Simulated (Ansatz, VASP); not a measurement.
Given: the input of a run of Ansatz 0.2.0 on Rb.

input.yaml

```yaml
crystal:
  lattice:
    - [-2.8210601435, 2.8210601435, 2.8210601435]
    - [2.8210601435, -2.8210601435, 2.8210601435]
    - [2.8210601435, 2.8210601435, -2.8210601435]
  atoms:
    - { symbol: Rb, position: [0.0, 0.0, 0.0] }
kpoints:
  mp_grid: { grid: [7, 7, 7] }
scf:
  occupations: { method: fermi_dirac, width: 0.01 }
hamiltonian:
  xc: { exchange: rpbe, correlation: lyp }
  pseudopotentials: { kind: all_electron, lapw: { basis_error: 0.0005 } }
output:
  forces: true
  stress: true
  eigenvalues: true
```

Potentials or basis: all-electron LAPW, scalar-relativistic.

Run with:

```sh
$ ansatz run input.yaml --threads 1 --pin off --max-ram 2560MiB --backend cpu --events-out ev --progress --plain --runs-dir out
```

**Question.** Set up the same calculation for VASP 6.6.1. Potentials there: VASP PAW PBE potentials, release 64 (Rb_sv).

**Answer.** As run (the cutoff follows the program's own potentials):

INCAR

```
SYSTEM = Rb
ALGO = Normal
EDIFF = 1E-6
ENCUT = 500
GGA = LIBXC
GGA_COMPAT = .FALSE.
ISIF = 2
ISMEAR = -1
LASPH = .TRUE.
LCHARG = .TRUE.
LELF = .TRUE.
LIBXC1 = GGA_X_RPBE
LIBXC2 = GGA_C_LYP
LREAL = .FALSE.
LVHAR = .TRUE.
LWAVE = .FALSE.
NBANDS = 10
NELM = 120
PREC = Accurate
SIGMA = 0.01
```

KPOINTS

```
k-points
0
G
  7 7 7
  0 0 0
```

POSCAR

```
Rb
1.0
   -2.8210601435      2.8210601435      2.8210601435
    2.8210601435     -2.8210601435      2.8210601435
    2.8210601435      2.8210601435     -2.8210601435
Rb
1
Direct
    0.0000000000      0.0000000000      0.0000000000
```

Potentials or basis: VASP PAW PBE potentials, release 64 (Rb_sv).

Run with:

```console
$ cat potpaw_PBE.64/Rb_sv/POTCAR > POTCAR
$ mpirun -np 1 vasp_std > vasp.out
```

Both were run:

|  | VASP | Ansatz | Ansatz less VASP |
| --- | --- | --- | --- |
| gap on the k mesh at the Fermi level (eV) | none | none | - |
| pressure (GPa) | 0.3 | 0.3 | 0.00 |

VASP's potentials were made for PBE, not for rpbe exchange, lyp correlation. A gap of «none» marks a metal or a gap that the smearing closes. Ansatz ran all-electron here, and VASP with PAW potentials.
